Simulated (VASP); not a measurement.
# Ir (Fm-3m) in VASP: notebook

The runs below take Ir through single point, with r2SCAN.

Everything below comes from runs of VASP 6.6.1. Logs are shortened: lines on timing, memory, paths and dates and some standing lists are left out, and cuts for length are marked.

### 1 The cell of the first run

The structure is cubic, space group Fm-3m (No. 225). The conventional cell has a = 3.906 Å, b = 3.906 Å, c = 3.906 Å, α = 90.00°, β = 90.00°, γ = 90.00°. Within 3.6 Å of Ir (site symmetry m-3m) lie 12 Ir at 2.76 Å.

### 2 Single point, r2SCAN

POSCAR

```
Ir
1.0
    0.0000000000      1.9531703226      1.9531703226
    1.9531703226      0.0000000000      1.9531703226
    1.9531703226      1.9531703226      0.0000000000
Ir
1
Direct
    0.0000000000      0.0000000000      0.0000000000
```

INCAR.step1

```
PREC = Accurate
ENCUT = 550
ISMEAR = -1
SIGMA = 0.05
LREAL = F
LASPH = T
NELM = 120
NBANDS = 14
GGA = PE
ALGO = Normal
EDIFF = 1E-5
LWAVE = T
LCHARG = F
GGA_COMPAT = F
```

INCAR.step2

```
PREC = Accurate
ENCUT = 550
EDIFF = 1E-6
ISMEAR = -1
SIGMA = 0.05
LREAL = F
LASPH = T
NELM = 120
ALGO = Normal
ISIF = 2
LWAVE = F
LCHARG = F
METAGGA = R2SCAN
LMIXTAU = T
NBANDS = 14
ISTART = 1
GGA_COMPAT = F
```

KPOINTS

```
Automatic mesh
0
Gamma
  12 12 12
```

Potentials or basis: VASP PAW PBE potentials, release 64 (Ir_sv_GW).

Command:

```sh
$ cat potpaw_PBE.64/Ir_sv_GW/POTCAR > POTCAR
$ cp INCAR.step1 INCAR
$ mpirun -np 1 vasp_std > vasp.out
$ cp INCAR.step2 INCAR
$ mpirun -np 1 vasp_std > vasp.out
```

OUTCAR:

```text
PREC = Accurate
   ENCUT = 550
   EDIFF = 1E-6
   ISMEAR = -1
   LREAL = F
   LASPH = T
   NELM = 120
   ISIF = 2
   METAGGA = R2SCAN
   ISTART = 1

 ion  position               nearest neighbor table
   1  0.000  0.000  0.000-

  LATTYP: Found a face centered cubic cell.
 ALAT       =     3.9063406452

  Lattice vectors:

 A1 = (   0.0000000000,   1.9531703226,   1.9531703226)
 A2 = (   1.9531703226,   0.0000000000,   1.9531703226)
 A3 = (   1.9531703226,   1.9531703226,   0.0000000000)

Analysis of symmetry for initial positions (statically):
[... 5 lines left out ...]
 face centered cubic supercell.

 Subroutine GETGRP returns: Found 48 space group operations
 (whereof 48 operations were pure point group operations)
 out of a pool of 48 trial point group operations.

The static configuration has the point symmetry O_h .

Analysis of symmetry for dynamics (positions and initial velocities):
[... 5 lines left out ...]
 face centered cubic supercell.

 Subroutine GETGRP returns: Found 48 space group operations
 (whereof 48 operations were pure point group operations)
 out of a pool of 48 trial point group operations.

The dynamic configuration has the point symmetry O_h .

 Subroutine INISYM returns: Found 48 space group operations
 (whereof 48 operations are pure point group operations),
 and found     1 'primitive' translations

----------------------------------------------------------------------------------------

                                     Primitive cell

  volume of cell :      14.9022

  direct lattice vectors                    reciprocal lattice vectors
     0.000000000  1.953170323  1.953170323    -0.255994060  0.255994060  0.255994060
     1.953170323  0.000000000  1.953170323     0.255994060 -0.255994060  0.255994060
     1.953170323  1.953170323  0.000000000     0.255994060  0.255994060 -0.255994060

  length of vectors
     2.762199960  2.762199960  2.762199960     0.443394718  0.443394718  0.443394718

  position of ions in fractional coordinates (direct lattice)
     0.000000000  0.000000000  0.000000000

  ion indices of the primitive-cell ions
   primitive index   ion index
                 1           1

----------------------------------------------------------------------------------------

 KPOINTS: Automatic mesh

Automatic generation of k-mesh.
 Grid dimensions read from file:
 generate k-points for:   12   12   12

 Generating k-lattice:

  Cartesian coordinates                     Fractional coordinates (reciprocal lattice)
    -0.021332838  0.021332838  0.021332838     0.083333333  0.000000000  0.000000000
     0.021332838 -0.021332838  0.021332838     0.000000000  0.083333333  0.000000000
     0.021332838  0.021332838 -0.021332838     0.000000000  0.000000000  0.083333333

  Length of vectors
     0.036949560  0.036949560  0.036949560

  Shift w.r.t. Gamma in fractional coordinates (k-lattice)
     0.000000000  0.000000000  0.000000000

 Subroutine IBZKPT returns following result:
 ===========================================

 Found     72 irreducible k-points:

 Following reciprocal coordinates:
            Coordinates               Weight
  0.000000  0.000000  0.000000      1.000000
  0.083333  0.000000  0.000000      8.000000
  0.166667  0.000000  0.000000      8.000000
  0.250000  0.000000  0.000000      8.000000
  0.333333  0.000000  0.000000      8.000000
  0.416667  0.000000  0.000000      8.000000
[... 16 lines left out ...]
  0.500000  0.166667  0.000000     24.000000
 -0.416667  0.166667  0.000000     24.000000
 [... further k-points ...]
   k-points           NKPTS =     72   k-points in BZ     NKDIM =     72   number of bands    NBANDS=     14
   number of dos      NEDOS =    301   number of ions     NIONS =      1
   total plane-waves  NPLWV =  13824
   dimension x,y,z NGX =    24 NGY =   24 NGZ =   24
   dimension x,y,z NGXF=    48 NGYF=   48 NGZF=   48
   ions per type =               1
   NGX,Y,Z   is equivalent  to a cutoff of  14.44, 14.44, 14.44 a.u.
   NGXF,Y,Z  is equivalent  to a cutoff of  28.89, 28.89, 28.89 a.u.
 SYSTEM =  unknown system
   PREC   = accura    normal or accurate (medium, high low for compatibility)
   ISTART =      1    job   : 0-new  1-cont  2-samecut
   ICHARG =      0    charge: 1-file 2-atom 10-const
   ISPIN  =      1    spin polarized calculation?
   LNONCOLLINEAR =      F non collinear calculations
   LSORBIT =      F    spin-orbit coupling
   LASPH  =      T    aspherical Exc in radial PAW
   ENCUT  =  550.0 eV  40.42 Ry    6.36 a.u.   5.28  5.28  5.28*2*pi/ulx,y,z
   NELM   =    120;   NELMIN=  2; NELMDL=  0     # of ELM steps
   EDIFF  = 0.1E-05   stopping-criterion for ELM
   LREAL  =      F    real-space projection
   EDIFFG = 0.1E-04   stopping-criterion for IOM
   NSW    =      0    number of steps for IOM
   IBRION =     -1    ionic relax: 0-MD 1-quasi-New 2-CG
   NFREE  =      0    steps in history (QN), initial steepest desc. (CG)
   ISIF   =      2    stress and relaxation
   ISYM   =      2    0-nonsym 1-usesym 2-fastsym
   POTIM  = 0.5000    time-step for ionic-motion
   TEBEG  =    0.0;   TEEND  =   0.0 temperature during run
   PSTRESS=    0.0 pullay stress
   NELECT =      17.0000    total number of electrons
   NUPDOWN=      -1.0000    fix difference up-down
   EMIN   =  10.00;   EMAX   =-10.00  energy-range for DOS
[... 5 lines left out ...]
     AMIX     =   0.40;   BMIX     =  1.00
     AMIX_MAG =   1.60;   BMIX_MAG =  1.00
  volume/ion in A,a.u.               =      14.90       100.56
  Fermi-wavevector in a.u.,A,eV,Ry     =   1.710571  3.232510 39.811355  2.926052
  Thomas-Fermi vector in A             =   2.788845
   LORBIT       =      0    0 simple, 1 ext, 2 COOP (PROOUT), +10 PAW based schemes
   METAGGA = R2SCAN    functional components
   LHFCALC =     F    Hartree Fock is set to
   AEXX    =    0.0000 exact exchange contribution
   IVDW    =     0    specifies the selected vdW correction
   LEPSILON=     F    determine dielectric tensor
   LRPA    =     F    only Hartree local field effects (RPA)
 non-spin polarized calculation
  energy-cutoff  :      550.00
  volume of cell :       14.90
 maximum number of plane-waves:       448
 NGX is ok and might be reduce to    24
   NGX = 11   NGY = 11   NGZ = 11

 number of electron      17.0000000 magnetization

 Free energy of the ion-electron system (eV)
  ---------------------------------------------------
  ext. energy  EPLUGINS =         0.00000000
  ---------------------------------------------------
  free energy    TOTEN  =       -52.88397705 eV

  energy without entropy =      -52.87892775  energy(sigma->0) =      -52.88145240

 E-fermi :  11.6861     XC(G=0): -15.5161

 val. band max:       11.6858361643   @ k =  -0.2500   0.0833   0.0000
 cond. band min:      11.7174136346   @ k =  -0.3333   0.3333   0.0000
 fundamental gap:      0.0315774703
 Fermi energy:        11.6860888767

 k-point     1 :       0.0000    0.0000    0.0000
  band No.  band energies     occupation
      1     -83.2197      2.00000
      2     -39.0784      2.00000
      3     -39.0784      2.00000
      4     -39.0784      2.00000
      5       0.7325      2.00000
      6       7.9796      2.00000
      7       7.9796      2.00000
      8       7.9796      2.00000
      9      10.4683      2.00000
     10      10.4683      2.00000
     11      26.0955      0.00000
     12      31.5896      0.00000
     13      31.5896      0.00000
     14      31.5896      0.00000

 k-point     2 :       0.0833    0.0000    0.0000
  band No.  band energies     occupation
      1     -83.2166      2.00000
      2     -39.1283      2.00000
      3     -39.0859      2.00000
      4     -39.0859      2.00000
      5       1.0371      2.00000
      6       7.8253      2.00000
      7       8.1042      2.00000
      8       8.1042      2.00000
      9      10.3937      2.00000
     10      10.3937      2.00000
     11      26.6024      0.00000
     12      30.3362      0.00000
     13      32.0856      0.00000
     14      32.0856      0.00000

 k-point     3 :       0.1667    0.0000    0.0000
  band No.  band energies     occupation
      1     -83.2065      2.00000
      2     -39.2610      2.00000
      3     -39.1044      2.00000
      4     -39.1044      2.00000
      5       1.8754      2.00000
      6       7.5131      2.00000
      7       8.3534      2.00000
      8       8.3534      2.00000
      9      10.3306      2.00000
     10      10.3306      2.00000
     11      27.7441      0.00000
     12      28.1862      0.00000
     13      33.4819      0.00000
     14      33.4819      0.00000

 k-point     4 :       0.2500    0.0000    0.0000
  band No.  band energies     occupation
      1     -83.1920      2.00000
      2     -39.4378      2.00000
      3     -39.1296      2.00000
      4     -39.1296      2.00000
      5       2.9464      2.00000
      6       7.4761      2.00000
      7       8.3849      2.00000
      8       8.3849      2.00000
      9      10.6756      2.00000
     10      10.6756      2.00000
     11      25.7451      0.00000
     12      28.4415      0.00000
     13      35.3981      0.00000
     14      35.3981      0.00000

 k-point     5 :       0.3333    0.0000    0.0000
  band No.  band energies     occupation
      1     -83.1769      2.00000
      2     -39.6109      2.00000
      3     -39.1541      2.00000
      4     -39.1541      2.00000
      5       3.6535      2.00000
      6       8.1583      2.00000
      7       8.1583      2.00000
      8       8.3438      2.00000
      9      11.4435      1.98450
     10      11.4435      1.98450
     11      23.0840      0.00000
     12      27.3104      0.00000
     13      34.1219      0.00000
     14      34.1219      0.00000

 k-point     6 :       0.4167    0.0000    0.0000
  band No.  band energies     occupation
      1     -83.1666      2.00000
      2     -39.7364      2.00000
      3     -39.1727      2.00000
      4     -39.1727      2.00000
      5       3.8201      2.00000
      6       7.9304      2.00000
      7       7.9304      2.00000
      8      10.0447      2.00000
      9      12.2011      0.00007
     10      12.2011      0.00007
     11      20.2813      0.00000
     12      26.2083      0.00000
     13      32.0764      0.00000
     14      32.0764      0.00000

 k-point     7 :       0.5000    0.0000    0.0000
  band No.  band energies     occupation
      1     -83.1628      2.00000
      2     -39.7826      2.00000
      3     -39.1793      2.00000
      4     -39.1793      2.00000
      5       3.8221      2.00000
      6       7.8421      2.00000
      7       7.8421      2.00000
      8      11.1107      1.99998
      9      12.5194      0.00000
     10      12.5194      0.00000
     11      18.8361      0.00000
     12      25.8374      0.00000
     13      31.3166      0.00000
     14      31.3166      0.00000
[... 205 lines left out ...]
 k-point    20 :       0.2500    0.1667    0.0000
  band No.  band energies     occupation
      1     -83.1907      2.00000
      2     -39.3683      2.00000
      3     -39.1768      2.00000
      4     -39.1719      2.00000
      5       3.1540      2.00000
      6       6.5639      2.00000
      7       8.5901      2.00000
      8       9.2065      2.00000
      9       9.7877      2.00000
     10      11.2065      1.99986
     11      28.3961      0.00000
     12      29.8001      0.00000
     13      31.3222      0.00000
     14      32.0747      0.00000

 k-point    21 :       0.3333    0.1667    0.0000
  band No.  band energies     occupation
      1     -83.1777      2.00000
      2     -39.5124      2.00000
      3     -39.2058      2.00000
      4     -39.2039      2.00000
      5       4.1188      2.00000
      6       6.5155      2.00000
      7       8.0028      2.00000
      8       9.2067      2.00000
      9      11.0743      1.99999
     10      11.8089      0.15791
     11      25.5690      0.00000
     12      29.3203      0.00000
     13      30.7177      0.00000
     14      32.5439      0.00000

 k-point    22 :       0.4167    0.1667    0.0000
  band No.  band energies     occupation
      1     -83.1656      2.00000
      2     -39.6377      2.00000
      3     -39.2464      2.00000
      4     -39.2198      2.00000
      5       4.5904      2.00000
      6       7.0728      2.00000
      7       7.7233      2.00000
      8       8.9746      2.00000
      9      12.4299      0.00000
     10      12.8342      0.00000
     11      22.1936      0.00000
     12      28.1089      0.00000
     13      29.9847      0.00000
     14      32.0740      0.00000

 k-point    23 :       0.5000    0.1667    0.0000
  band No.  band energies     occupation
      1     -83.1583      2.00000
      2     -39.7123      2.00000
      3     -39.2842      2.00000
      4     -39.2210      2.00000
      5       4.6809      2.00000
      6       7.1042      2.00000
      7       8.5037      2.00000
      8       8.7401      2.00000
      9      12.5954      0.00000
     10      14.8503      0.00000
     11      19.2139      0.00000
     12      27.3792      0.00000
     13      29.9632      0.00000
     14      30.4875      0.00000

 k-point    24 :      -0.4167    0.1667    0.0000
  band No.  band energies     occupation
      1     -83.1573      2.00000
      2     -39.7186      2.00000
      3     -39.3074      2.00000
      4     -39.2064      2.00000
      5       4.7468      2.00000
      6       7.1295      2.00000
      7       8.6293      2.00000
      8       8.8383      2.00000
      9      12.1060      0.00045
     10      15.4425      0.00000
     11      18.8596      0.00000
     12      27.1561      0.00000
     13      29.2531      0.00000
     14      31.1648      0.00000

 [... further k-points ...]
[... 5 lines left out ...]
  --------------------------------------------------------------------------------------
  -------------------------------------------------------------------------------------
  Total       -1.7210196     -1.7210196     -1.7210196     -0.0000000     -0.0000000      0.0000000
  in kB     -185.0316617   -185.0316617   -185.0316617     -0.0000000     -0.0000000      0.0000000
  external PRESSURE =    -185.0316617 kB  Pullay stress =       0.0000000 kB

 VOLUME and BASIS-vectors are now :
 -----------------------------------------------------------------------------
  energy-cutoff  :      550.00
  volume of cell :       14.90
      direct lattice vectors                 reciprocal lattice vectors
     0.000000000  1.953170323  1.953170323    -0.255994060  0.255994060  0.255994060
     1.953170323  0.000000000  1.953170323     0.255994060 -0.255994060  0.255994060
     1.953170323  1.953170323  0.000000000     0.255994060  0.255994060 -0.255994060

 POSITION                                       TOTAL-FORCE (eV/Angst)
 -----------------------------------------------------------------------------------
      0.00000      0.00000      0.00000         0.000000      0.000000      0.000000
 -----------------------------------------------------------------------------------
    total drift:                                0.000000     -0.000000     -0.000000

  FREE ENERGIE OF THE ION-ELECTRON SYSTEM (eV)
  ---------------------------------------------------
  free  energy   TOTEN  =       -52.8839770473 eV

  energy  without entropy=      -52.8789277502  energy(sigma->0) =      -52.88145240
```

It used 110 s of CPU time on 1 thread of AMD EPYC 7R13 Processor (Zen 3), with other jobs on the host.

What came out:

```
Free energy : -52.8840 eV
Pressure    : -18.5 GPa
```

Levels at points of the mesh, in eV from the Fermi level:
```csv
k point,band 4,band 5,band 6,band 7,band 8,band 9,band 10,band 11,band 12,band 13
"(0.00, 0.00, 0.00)",-50.76,-10.95,-3.71,-3.71,-3.71,-1.22,-1.22,14.41,19.90,19.90
"(0.50, 0.00, 0.00)",-50.87,-7.86,-3.84,-3.84,-0.58,0.83,0.83,7.15,14.15,19.63
"(0.50, 0.50, 0.00)",-51.03,-7.61,-7.06,0.74,1.42,1.42,1.75,10.39,11.81,11.81
```

Caveat: the PAW data sets were made with another functional, which shifts forces and pressure a little; spin-orbit coupling is left out, which moves the levels of the heavy elements.

[end of part 1 of 2]
